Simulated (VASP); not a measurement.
The system is Cd.

```
Cd
1.0
     2.97887    0.00000    0.00000
    -1.48944    2.57978    0.00000
     0.00000    0.00000    5.61765
Cd
2
Direct
  0.33333 0.66667 0.25000
  0.66667 0.33333 0.75000
```

* Program: VASP 6.6.1
* Task: relaxation of volume and atoms at fixed shape
* Functional: PBEsol
* Dispersion: D3(BJ)
* Potentials or basis: VASP PAW PBE potentials, release 64 (Cd)
* Cutoff: 600 eV
* k mesh: 9 × 9 × 4
* Occupations: fermi-dirac, width 0.1 eV
* Spin: no spin polarisation

At the start: pressure -4.1 GPa; volume 21.59 Å³/atom.

Problem. Where does the relaxation end?

Solution. Over 3 steps the energy falls by 20.4 meV/atom and the volume is 20.11 Å³/atom (-6.8 %); space group P6_3/mmc (No. 194, to 0.1 Å) before and after.

The path:
```
step  energy change (eV)  largest force (eV/Å)  pressure (GPa)  volume (Å³)
   1              0.0000                0.0000           -4.07        43.17
   2             -0.0400                0.0000            0.73        39.83
   3             -0.0409                0.0000            0.01        40.22
```

Final structure:
```
CELL_PARAMETERS angstrom
2.90938 0.00000 0.00000
-1.45469 2.51960 0.00000
0.00000 0.00000 5.48661
ATOMIC_POSITIONS crystal
Cd 0.33333 0.66667 0.25000
Cd 0.66667 0.33333 0.75000
```

Caveat: the PAW data sets were made with another functional, which shifts forces and pressure a little.
